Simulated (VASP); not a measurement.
# Si16Ge (a cell with a defect) in VASP: single point with PBEsol

Aim: the single point of Si16Ge (a cell with a defect) with PBEsol.

All numbers are computed with VASP 6.6.1; they aren't measurements. Logs are shortened: lines on timing, memory, paths and dates and some standing lists are left out, and cuts for length are marked.

**1. The cell of the first run**

The cell holds a defect, 17 atoms: a = 7.679 Å, b = 7.679 Å, c = 7.679 Å, α = 60.00°, β = 60.00°, γ = 60.00°.

**2. Single point, PBEsol**

File INCAR:

```
SYSTEM = Si16Ge
  PREC = Accurate
  ENCUT = 520
  EDIFF = 1E-7
  ISMEAR = 0
  SIGMA = 0.05
  LREAL = Auto
  LASPH = .TRUE.
  NELM = 60
  ALGO = Normal
  ISIF = 2
  LWAVE = .FALSE.
  LCHARG = .FALSE.
  GGA = PS
  NBANDS = 53
```

File KPOINTS:

```
Automatic mesh
0
G
  2 2 2
  0 0 0
```

File POSCAR:

```
Si16Ge
1.0
    0.0000000000      5.4300000000      5.4300000000
    5.4300000000      0.0000000000      5.4300000000
    5.4300000000      5.4300000000      0.0000000000
Si Ge
16 1
Direct
    0.0011271639     -0.0027102210      0.0010628913
    0.1210302947      0.1289485267      0.1209597606
   -0.0106373849      0.0032872928      0.5039841621
    0.1209610497      0.1290919890      0.6297155617
    0.0011360037      0.5004122468      0.0010722836
    0.1253133517      0.6246616022      0.1252557090
    0.0011741252      0.5004623389      0.4977822284
    0.1209558011      0.6200909761      0.6297311234
    0.5040458564      0.0033174954     -0.0107489871
    0.6297843462      0.1290985267      0.1208882136
    0.5039984346      0.0038474217      0.5039568140
    0.6257691529      0.1241652855      0.6256420810
    0.4978319521      0.5004667587      0.0011155617
    0.6297968692      0.6200911602      0.1208860037
    0.5040402394      0.4879809392      0.5040093002
    0.6297848987      0.6201775322      0.6297235727
    0.3759199816      0.8739651013      0.3757864641
```

Potentials or basis: VASP PAW PBE potentials, release 64 (Si, Ge_d).

Started as:

```bash
cat potpaw_PBE.64/Si/POTCAR potpaw_PBE.64/Ge_d/POTCAR > POTCAR
mpirun -np 1 vasp_std > vasp.out
```

OUTCAR:

```text
SYSTEM = Si16Ge
   PREC = Accurate
   ENCUT = 520
   EDIFF = 1E-7
   ISMEAR = 0
   LREAL = Auto
   LASPH = .TRUE.
   NELM = 60
   ISIF = 2
   GGA = PS

 ion  position               nearest neighbor table
   1  0.001  0.997  0.001-  10 2.33   4 2.33   2 2.33   6 2.34
   2  0.121  0.129  0.121-   1 2.33   5 2.33   9 2.40   3 2.40  17 2.77
   3  0.989  0.003  0.504-  12 2.28   2 2.40   4 2.40   8 2.40  17 2.42
   4  0.121  0.129  0.630-   1 2.33   7 2.33  11 2.40   3 2.40  17 2.76
   5  0.001  0.500  0.001-  14 2.33   8 2.33   2 2.33   6 2.34
   6  0.125  0.625  0.125-  13 2.34   7 2.34   5 2.34   1 2.34
   7  0.001  0.500  0.498-   8 2.33   4 2.33  16 2.33   6 2.34
   8  0.121  0.620  0.630-   5 2.33   7 2.33  15 2.40   3 2.40  17 2.76
   9  0.504  0.003  0.989-  12 2.28   2 2.40  10 2.40  14 2.40  17 2.42
  10  0.630  0.129  0.121-   1 2.33  13 2.33  11 2.40   9 2.40  17 2.76
  11  0.504  0.004  0.504-  12 2.28   4 2.40  10 2.40  16 2.41  17 2.42
  12  0.626  0.124  0.626-   3 2.28   9 2.28  11 2.28  15 2.28
  13  0.498  0.500  0.001-  14 2.33  10 2.33  16 2.33   6 2.34
  14  0.630  0.620  0.121-   5 2.33  13 2.33  15 2.40   9 2.40  17 2.76
  15  0.504  0.488  0.504-  12 2.28   8 2.40  14 2.40  16 2.41  17 2.42
  16  0.630  0.620  0.630-   7 2.33  13 2.33  15 2.41  11 2.41  17 2.76
  17  0.376  0.874  0.376-  15 2.42  11 2.42   9 2.42   3 2.42  16 2.76  14 2.76   8 2.76  10 2.76
                             4 2.76   2 2.77

  LATTYP: Found a face centered cubic cell.
 ALAT       =    10.8600000000

  Lattice vectors:

 A1 = (   0.0000000000,   5.4300000000,   5.4300000000)
 A2 = (   5.4300000000,   0.0000000000,   5.4300000000)
 A3 = (   5.4300000000,   5.4300000000,   0.0000000000)

Analysis of symmetry for initial positions (statically):
=====================================================================
 Subroutine PRICEL returns:
 Original cell was already a primitive cell.

 Routine SETGRP: Setting up the symmetry group for a
 face centered cubic supercell.

 Subroutine GETGRP returns: Found  1 space group operations
 (whereof  1 operations were pure point group operations)
 out of a pool of 48 trial point group operations.

The static configuration has the point symmetry C_1 .

Analysis of symmetry for dynamics (positions and initial velocities):
=====================================================================
 Subroutine PRICEL returns:
 Original cell was already a primitive cell.

 Routine SETGRP: Setting up the symmetry group for a
 face centered cubic supercell.

 Subroutine GETGRP returns: Found  1 space group operations
 (whereof  1 operations were pure point group operations)
 out of a pool of 48 trial point group operations.

The dynamic configuration has the point symmetry C_1 .

 Subroutine INISYM returns: Found  1 space group operations
 (whereof  1 operations are pure point group operations),
 and found     1 'primitive' translations

----------------------------------------------------------------------------------------

                                     Primitive cell

  volume of cell :     320.2060

  direct lattice vectors                    reciprocal lattice vectors
     0.000000000  5.430000000  5.430000000    -0.092081031  0.092081031  0.092081031
     5.430000000  0.000000000  5.430000000     0.092081031 -0.092081031  0.092081031
     5.430000000  5.430000000  0.000000000     0.092081031  0.092081031 -0.092081031

  length of vectors
     7.679179644  7.679179644  7.679179644     0.159489025  0.159489025  0.159489025

  position of ions in fractional coordinates (direct lattice)
     0.001127164  0.997289779  0.001062891
     0.121030295  0.128948527  0.120959761
     0.989362615  0.003287293  0.503984162
     0.120961050  0.129091989  0.629715562
     0.001136004  0.500412247  0.001072284
     0.125313352  0.624661602  0.125255709
[... 9 lines left out ...]
     0.629784899  0.620177532  0.629723573
     0.375919982  0.873965101  0.375786464

  ion indices of the primitive-cell ions
   primitive index   ion index
                 1           1
                 2           2
                 3           3
                 4           4
                 5           5
                 6           6
[... 9 lines left out ...]
                16          16
                17          17

----------------------------------------------------------------------------------------

 KPOINTS: Automatic mesh

Automatic generation of k-mesh.
 Grid dimensions read from file:
 generate k-points for:    2    2    2

 Generating k-lattice:

  Cartesian coordinates                     Fractional coordinates (reciprocal lattice)
    -0.046040516  0.046040516  0.046040516     0.500000000  0.000000000  0.000000000
     0.046040516 -0.046040516  0.046040516     0.000000000  0.500000000  0.000000000
     0.046040516  0.046040516 -0.046040516     0.000000000  0.000000000  0.500000000

  Length of vectors
     0.079744512  0.079744512  0.079744512

  Shift w.r.t. Gamma in fractional coordinates (k-lattice)
     0.000000000  0.000000000  0.000000000

 Subroutine IBZKPT returns following result:
 ===========================================

 Found      8 irreducible k-points:

 Following reciprocal coordinates:
            Coordinates               Weight
  0.000000  0.000000  0.000000      1.000000
  0.500000  0.000000  0.000000      1.000000
  0.000000  0.500000  0.000000      1.000000
  0.000000  0.000000  0.500000      1.000000
  0.500000  0.500000  0.500000      1.000000
  0.500000  0.500000  0.000000      1.000000
  0.000000  0.500000  0.500000      1.000000
  0.500000  0.000000  0.500000      1.000000
   k-points           NKPTS =      8   k-points in BZ     NKDIM =      8   number of bands    NBANDS=     53
   number of dos      NEDOS =    301   number of ions     NIONS =     17
   total plane-waves  NPLWV = 216000
   dimension x,y,z NGX =    60 NGY =   60 NGZ =   60
   dimension x,y,z NGXF=   120 NGYF=  120 NGZF=  120
   ions per type =              16   1
   NGX,Y,Z   is equivalent  to a cutoff of  12.99, 12.99, 12.99 a.u.
   NGXF,Y,Z  is equivalent  to a cutoff of  25.98, 25.98, 25.98 a.u.
 SYSTEM =  Si16Ge
   PREC   = accura    normal or accurate (medium, high low for compatibility)
   ISTART =      0    job   : 0-new  1-cont  2-samecut
   ICHARG =      2    charge: 1-file 2-atom 10-const
   ISPIN  =      1    spin polarized calculation?
   LNONCOLLINEAR =      F non collinear calculations
   LSORBIT =      F    spin-orbit coupling
   LASPH  =      T    aspherical Exc in radial PAW
   ENCUT  =  520.0 eV  38.22 Ry    6.18 a.u.  14.28 14.28 14.28*2*pi/ulx,y,z
   NELM   =     60;   NELMIN=  2; NELMDL= -5     # of ELM steps
   EDIFF  = 0.1E-06   stopping-criterion for ELM
   LREAL  =      T    real-space projection
   EDIFFG = 0.1E-05   stopping-criterion for IOM
   NSW    =      0    number of steps for IOM
   IBRION =     -1    ionic relax: 0-MD 1-quasi-New 2-CG
   NFREE  =      0    steps in history (QN), initial steepest desc. (CG)
   ISIF   =      2    stress and relaxation
   ISYM   =      2    0-nonsym 1-usesym 2-fastsym
   POTIM  = 0.5000    time-step for ionic-motion
   TEBEG  =    0.0;   TEEND  =   0.0 temperature during run
   PSTRESS=    0.0 pullay stress
   NELECT =      78.0000    total number of electrons
   NUPDOWN=      -1.0000    fix difference up-down
   EMIN   =  10.00;   EMAX   =-10.00  energy-range for DOS
   EFERMI =   0.00;   METHOD = LEGACY
   ISMEAR =     0;   SIGMA  =   0.05  broadening in eV -4-tet -1-fermi 0-gaus
   EFERMI_NEDOS =   21; number of points for ismear=-14 and -15
   IALGO  =     38    algorithm
   IMIX   =      4    mixing-type and parameters
     AMIX     =   0.40;   BMIX     =  1.00
     AMIX_MAG =   1.60;   BMIX_MAG =  1.00
  volume/ion in A,a.u.               =      18.84       127.11
  Fermi-wavevector in a.u.,A,eV,Ry     =   1.022421  1.932096 14.222785  1.045345
  Thomas-Fermi vector in A             =   2.156100
   LORBIT       =      0    0 simple, 1 ext, 2 COOP (PROOUT), +10 PAW based schemes
   GGA     = PS    functional components
   LHFCALC =     F    Hartree Fock is set to
   AEXX    =    0.0000 exact exchange contribution
   IVDW    =     0    specifies the selected vdW correction
   LEPSILON=     F    determine dielectric tensor
   LRPA    =     F    only Hartree local field effects (RPA)
 non-spin polarized calculation
 Gauss-broadening in eV      SIGMA  =   0.05
  energy-cutoff  :      520.00
  volume of cell :      320.21
 maximum number of plane-waves:      8646
 NGX is ok and might be reduce to    60
   NGX = 29   NGY = 29   NGZ = 29

 number of electron      77.9999998 magnetization

 Free energy of the ion-electron system (eV)
  ---------------------------------------------------
  ext. energy  EPLUGINS =         0.00000000
  ---------------------------------------------------
  free energy    TOTEN  =       -92.78713304 eV

  energy without entropy =      -92.77900771  energy(sigma->0) =      -92.78307038

 E-fermi :   6.7943     XC(G=0):  -9.8841

 val. band max:        6.5594663005   @ k =   0.0000   0.0000   0.0000
 cond. band min:       6.7944386097   @ k =   0.0000   0.0000   0.0000
 fundamental gap:      0.2349723092
 Fermi energy:         6.7943005464

 k-point     1 :       0.0000    0.0000    0.0000
  band No.  band energies     occupation
      1     -18.2735      2.00000
      2     -18.2735      2.00000
      3     -18.2735      2.00000
      4     -18.2596      2.00000
      5     -18.2594      2.00000
      6      -6.6124      2.00000
[... 43 lines left out ...]
     50       8.0119      0.00000
     51       8.9827      0.00000

 k-point     2 :       0.5000    0.0000    0.0000
  band No.  band energies     occupation
      1     -18.2735      2.00000
      2     -18.2735      2.00000
      3     -18.2735      2.00000
      4     -18.2596      2.00000
      5     -18.2594      2.00000
      6      -6.2870      2.00000
[... 43 lines left out ...]
     50       9.7306      0.00000
     51       9.8570      0.00000

 k-point     3 :       0.0000    0.5000    0.0000
  band No.  band energies     occupation
      1     -18.2735      2.00000
      2     -18.2735      2.00000
      3     -18.2735      2.00000
      4     -18.2596      2.00000
      5     -18.2594      2.00000
      6      -6.2865      2.00000
[... 43 lines left out ...]
     50       9.7299      0.00000
     51       9.8520      0.00000

 k-point     4 :       0.0000    0.0000    0.5000
  band No.  band energies     occupation
      1     -18.2735      2.00000
      2     -18.2735      2.00000
      3     -18.2735      2.00000
      4     -18.2596      2.00000
      5     -18.2594      2.00000
      6      -6.2870      2.00000
[... 43 lines left out ...]
     50       9.7307      0.00000
     51       9.8567      0.00000

 k-point     5 :       0.5000    0.5000    0.5000
  band No.  band energies     occupation
      1     -18.2735      2.00000
      2     -18.2735      2.00000
      3     -18.2735      2.00000
      4     -18.2596      2.00000
      5     -18.2594      2.00000
      6      -6.2866      2.00000
[... 43 lines left out ...]
     50       9.7305      0.00000
     51       9.8530      0.00000

 k-point     6 :       0.5000    0.5000    0.0000
  band No.  band energies     occupation
      1     -18.2735      2.00000
      2     -18.2735      2.00000
      3     -18.2735      2.00000
      4     -18.2596      2.00000
      5     -18.2594      2.00000
      6      -6.1831      2.00000
[... 43 lines left out ...]
     50      10.2127      0.00000
     51      10.2143      0.00000

 k-point     7 :       0.0000    0.5000    0.5000
  band No.  band energies     occupation
      1     -18.2735      2.00000
      2     -18.2735      2.00000
      3     -18.2735      2.00000
      4     -18.2596      2.00000
      5     -18.2594      2.00000
      6      -6.1831      2.00000
[... 43 lines left out ...]
     50      10.2127      0.00000
     51      10.2144      0.00000

 k-point     8 :       0.5000    0.0000    0.5000
  band No.  band energies     occupation
      1     -18.2735      2.00000
      2     -18.2735      2.00000
      3     -18.2735      2.00000
      4     -18.2596      2.00000
      5     -18.2594      2.00000
      6      -6.1835      2.00000
[... 43 lines left out ...]
     50      10.2118      0.00000
     51      10.2167      0.00000
 [bands above 51 left out]

------------------------ aborting loop because EDIFF is reached ----------------------------------------

  FORCE on cell =-STRESS in cart. coord.  units (eV):
  Direction    XX          YY          ZZ          XY          YZ          ZX
  --------------------------------------------------------------------------------------
  -------------------------------------------------------------------------------------
  Total        9.4485945      9.4060147      9.4485694     -0.0007050      0.0039367     -0.0376685
  in kB       47.2768258     47.0637744     47.2767000     -0.0035276      0.0196974     -0.1884777
  external PRESSURE =      47.2057667 kB  Pullay stress =       0.0000000 kB

 VOLUME and BASIS-vectors are now :
 -----------------------------------------------------------------------------
  energy-cutoff  :      520.00
  volume of cell :      320.21
      direct lattice vectors                 reciprocal lattice vectors
     0.000000000  5.430000000  5.430000000    -0.092081031  0.092081031  0.092081031
     5.430000000  0.000000000  5.430000000     0.092081031 -0.092081031  0.092081031
     5.430000000  5.430000000  0.000000000     0.092081031  0.092081031 -0.092081031

 POSITION                                       TOTAL-FORCE (eV/Angst)
 -----------------------------------------------------------------------------------
      5.42105      0.01189      5.42140         0.006787     -0.002217      0.006659
      1.35700      1.31401      1.35739        -0.000375      0.006776     -0.000041
      2.75448      8.10887      5.39009        -0.005684      0.013705      0.003435
      4.12033      4.07617      1.35779        -0.006543     -0.004231     -0.001169
      2.72306      0.01199      2.72341        -0.006918     -0.002223     -0.007085
      4.07205      1.36059      4.07236         0.001071     -0.007953      0.000444
[... 9 lines left out ...]
      6.78696      6.83913      6.78730         0.001376     -0.017873      0.000614
      6.78615      4.08177      6.78688         0.002950     -0.015757      0.002757
 -----------------------------------------------------------------------------------
    total drift:                                0.000716     -0.003984     -0.000087

  FREE ENERGIE OF THE ION-ELECTRON SYSTEM (eV)
  ---------------------------------------------------
  free  energy   TOTEN  =       -92.7871330445 eV

  energy  without entropy=      -92.7790077066  energy(sigma->0) =      -92.78307038
```

It took 3 min on 1 thread of AMD EPYC 9R45 (Zen 5), shared host; peak memory 0.46 GiB.

Results:

- Free energy: -92.7871 eV
- Pressure: 4.7 GPa
- Largest force: 0.019 eV/Å
- Band gap on the k mesh: zero (bands 39 and 40 overlap by 0.31 eV)

Forces in eV/Å, atoms in the order of the input:
```
Si   0.007 -0.002  0.007
Si   0.000  0.007  0.000
Si  -0.006  0.014  0.003
Si  -0.007 -0.004 -0.001
Si  -0.007 -0.002 -0.007
Si   0.001 -0.008  0.000
Si   0.007  0.009 -0.008
Si   0.002 -0.005  0.007
Si   0.002  0.014 -0.004
Si  -0.001 -0.004 -0.008
Si  -0.004  0.014 -0.003
Si   0.003 -0.019  0.001
Si  -0.008  0.009  0.007
Si   0.008 -0.005  0.001
Si  -0.001  0.017  0.000
Si   0.001 -0.018  0.001
Ge   0.003 -0.016  0.003
```

Caveat: the k points lie up to 0.50 Å⁻¹ apart; the PAW data sets were made with another functional, which shifts forces and pressure a little.
